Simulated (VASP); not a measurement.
MgO, 2 atoms in the cell. It takes space group I4/mmm (No. 139, tetragonal). The conventional cell has a = 3.188 Å, b = 3.188 Å, c = 3.832 Å, α = 90.00°, β = 90.00°, γ = 90.00°. Within 2.5 Å of Mg (site symmetry 4/mmm) lie 6 O at 1.92 to 2.25 Å. Within 2.5 Å of O (site symmetry 4/mmm) lie 6 Mg at 1.92 to 2.25 Å.  This cell differs from its parent crystal: ratio of the length along z to the lengths across it x 0.85, volume and fractional coordinates fixed.

| Item | Value |
| --- | --- |
| Program | VASP 6.6.1 |
| Task | single point |
| Functional | PBEsol |
| Potentials or basis | VASP PAW PBE potentials, release 64 (Mg, O) |
| Cutoff | 520 eV |
| k mesh | 10 × 10 × 10 |
| Occupations | gaussian, width 0.05 eV |
| Spin | no spin polarisation |
| Dipole correction | no |
| Further INCAR settings | ALGO = Normal; EDIFF = 1e-07; NBANDS = 11 |

Potentials or basis: VASP PAW PBE potentials, release 64 (Mg, O).

Run with:

```sh
$ cat potpaw_PBE.64/Mg/POTCAR potpaw_PBE.64/O/POTCAR > POTCAR
$ mpirun -np 1 vasp_std > vasp.out
```

Hardware: 1 thread of Intel(R) Xeon(R) Platinum 8375C CPU @ 2.90GHz (Ice Lake) (shared host).

Q: How long does it take, and how much memory?

A: Run time: 14 s on 1 thread of Intel(R) Xeon(R) Platinum 8375C CPU @ 2.90GHz (Ice Lake) (shared host), peak memory 0.15 GiB. Counts: scf iterations 13, k points 102.
